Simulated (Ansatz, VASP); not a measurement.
# CoO: VASP beside Ansatz

The input INCAR:

```
SYSTEM = CoO
  ALGO = Normal
  EDIFF = 1E-6
  ENCUT = 520
  GGA = PS
  ISIF = 2
  ISMEAR = 0
  ISPIN = 2
  LASPH = .True.
  LCHARG = .True.
  LDAU = .True.
  LDAUJ = 0 0
  LDAUL = 2 -1
  LDAUPRINT = 1
  LDAUTYPE = 2
  LDAUU = 7 0
  LELF = .True.
  LMAXMIX = 4
  LORBIT = 11
  LREAL = .False.
  LVHAR = .True.
  LWAVE = .False.
  MAGMOM = 3 0
  NBANDS = 18
  NELM = 150
  PREC = Accurate
  SIGMA = 0.05
```

File KPOINTS:

```
k-points
0
Gamma
  16 16 16
  0 0 0
```

File POSCAR:

```
CoO
1.0
    2.5724608895      0.0000000000      0.0000000000
    0.0000000000      2.5724608895      0.0000000000
    0.0000000000      0.0000000000      2.5724608895
Co O
1 1
Direct
    0.0000000000      0.0000000000      0.0000000000
    0.5000000000      0.5000000000      0.5000000000
```

Input for Ansatz:

```yaml
crystal:
  lattice:
    - [2.5724608895, 0.0, 0.0]
    - [0.0, 2.5724608895, 0.0]
    - [0.0, 0.0, 2.5724608895]
  atoms:
    - { symbol: Co, position: [0.0, 0.0, 0.0], spin: 3.0 }
    - { symbol: O, position: [0.5, 0.5, 0.5] }
basis:
  ecutwfc: 420
kpoints:
  mp_grid: { grid: [16, 16, 16] }
hamiltonian:
  xc: pbesol
  hubbard: { sites: [{ species: Co, l: d, u_eff: 7.0 }] }
scf:
  occupations: { method: gaussian, width: 0.05 }
output:
  forces: true
  stress: true
  eigenvalues: true
  populations: true
  write_density: true
  write_potential: true
  elf: true
  volumetric_format: npy
magnetization:
  spin_polarized: true
```

Alike in both runs: task single point; functional PBEsol; k mesh 16 × 16 × 16; occupations gaussian, width 0.05 eV; collinear spin; Hubbard terms Co d U = 7.0 eV.

|  | VASP | Ansatz |
| --- | --- | --- |
| version | VASP 6.6.1 | Ansatz 0.2.0 |
| potentials or method | VASP PAW PBE potentials, release 64 (Co, O), cutoff 520 eV | scalar-relativistic, plane waves, PAW |
| valence electrons in the cell | 15 | 23 |

```tsv
	VASP	Ansatz	Ansatz less VASP
gap on the k mesh at the Fermi level (eV)	1.86	1.50	-0.359
least direct gap on the mesh (eV)	2.88	2.80	-0.081
pressure (GPa)	4.7	17.9	+13.20
net moment per atom (μB)	1.50	1.50	0.000
size of the moment on the site where the two differ most (μB)	2.81	2.66	-0.157
```

VASP's potentials were made for PBE, not for PBEsol. Site moments also hang on the region over which each program counts them. The programs project onto different local orbitals, so the same U acts differently, and such runs can settle in different states. VASP's potentials hold 15 valence electrons a cell and Ansatz's 23, so a difference there can come from the potentials and not from the codes.
